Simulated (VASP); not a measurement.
## CrCuO2: single point with PBEsol

The system is CrCuO2.

```
CELL_PARAMETERS angstrom
1.51586 0.87518 5.81179
-1.51586 0.87518 5.81179
0.00000 -1.75036 5.81179
ATOMIC_POSITIONS crystal
Cr 0.50000 0.50000 0.50000
Cu 0.00000 0.00000 0.00000
O 0.10792 0.10792 0.10792
O 0.89208 0.89208 0.89208
```

```
Program                : VASP 6.6.1
Task                   : single point
Functional             : PBEsol
Potentials or basis    : VASP PAW PBE potentials, release 64 (Cr_pv, Cu, O)
Cutoff                 : 600 eV
k mesh                 : 11 × 11 × 11
Occupations            : fermi-dirac, width 0.08 eV
Spin                   : collinear spin, ferromagnetic start
Starting moments       : [3.0, 0.0, 0.0, 0.0] μB
Dipole correction      : no
Further INCAR settings : ALGO = Normal; EDIFF = 1e-06; NBANDS = 30
```

- Pressure: -12.3 GPa
- Largest force: 0.242 eV/Å
- Band gap on the k mesh: 0.94 eV (least direct gap 1.09 eV)
- Net moment: 3.00 μB per cell
- Site moments: Cr +2.86; Cu +0.02; O -0.02 μB
- Valence electrons inside the program's atomic spheres: Cr 10.63; Cu 9.90; O 4.99

Forces in eV/Å, atoms in the order of the input:
```
Cr   0.000  0.000  0.000
Cu   0.000  0.000  0.000
O    0.000  0.000  0.242
O    0.000  0.000 -0.242
```

Stress tensor (GPa, compression positive):
```
-10.32   0.00   0.00
  0.00 -10.32   0.00
  0.00   0.00 -16.22
```

Levels at points of the mesh, in eV from the valence-band top:
Spin up:
| k point | band 15 | band 16 | band 17 | band 18 | band 19 | band 20 | band 21 | band 22 | band 23 | band 24 |
| --- | --- | --- | --- | --- | --- | --- | --- | --- | --- | --- |
| (0.00, 0.00, 0.00) | -1.78 | -1.78 | -1.10 | -1.10 | -0.77 | 1.86 | 2.63 | 2.63 | 5.43 | 6.26 |
Spin down:
```csv
k point,band 14,band 15,band 16,band 17,band 18,band 19
"(0.00, 0.00, 0.00)",-2.00,-1.63,-1.63,1.25,1.86,1.86
```

Run time: 12 min on 1 thread of Intel(R) Xeon(R) Platinum 8488C (Sapphire Rapids), with other jobs on the host, peak memory 0.67 GiB.

Caveat: the stress differs along the axes, from -16 to -10 GPa; an empty level that is flat over the whole mesh can mark a ghost state of the potentials, or a narrow d or f band; the PAW data sets were made with another functional, which shifts forces and pressure a little. A k mesh can miss the band edges.
